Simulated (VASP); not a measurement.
Wanted: the native input for a VASP 6.6.1 run.

| Property | Result |
| --- | --- |
| Task | single point |
| Functional | PBEsol |
| Potentials or basis | VASP PAW PBE potentials, release 64 (Ti_sv, Co) |
| Cutoff | 520 eV |
| k mesh | 14 × 14 × 14 |
| Occupations | gaussian, width 0.1 eV |
| Spin | collinear spin, ferromagnetic start |
| Starting moments | [0.0, 0.24] μB |
| Dipole correction | no |
| Further INCAR settings | ALGO = Fast; EDIFF = 1e-06; NBANDS = 22 |

The structure of TiCo lies in POSCAR:

```
TiCo
1.0
    2.8605030385      0.0000000000      0.0000000000
    0.0000000000      2.8605030385      0.0000000000
    0.0000000000      0.0000000000      2.8605030385
Ti Co
1 1
Direct
    0.0000000000      0.0000000000      0.0000000000
    0.5000000000      0.5000000000      0.5000000000
```

This cell differs from its parent crystal: V replaced by Ti, lengths x 1.015, strained.

These files were run (other wordings do the same):

INCAR

```
SYSTEM = TiCo
PREC = Accurate
ENCUT = 520
EDIFF = 1E-6
ISMEAR = 0
SIGMA = 0.1
LREAL = .False.
LASPH = .True.
NELM = 150
ALGO = Fast
ISIF = 2
LWAVE = .False.
LCHARG = .False.
ISPIN = 2
MAGMOM = 0 0.24
LORBIT = 11
LMAXMIX = 4
GGA = PS
NBANDS = 22
```

KPOINTS

```
Automatic mesh
0
Gamma
  14 14 14
  0 0 0
```

Potentials or basis: VASP PAW PBE potentials, release 64 (Ti_sv, Co).

Run with:

```bash
$ cat potpaw_PBE.64/Ti_sv/POTCAR potpaw_PBE.64/Co/POTCAR > POTCAR
$ mpirun -np 1 vasp_std > vasp.out
```

It gave:

```json
{
 "Pressure": "16.8 GPa",
 "Net moment": "0.37 μB per cell",
 "Site moments": "Ti +0.01; Co +0.36 μB",
 "Valence electrons inside the program's atomic spheres": "Ti 10.50; Co 8.53"
}
```

Caveat: the cell differs from its parent crystal (V replaced by Ti, lengths x 1.015, strained); the cell stands under pressure; the PAW data sets were made with another functional, which shifts forces and pressure a little.

Wall time 92 s on 1 thread of Intel(R) Xeon(R) 6975P-C (Granite Rapids) (shared host), peak memory 0.21 GiB.
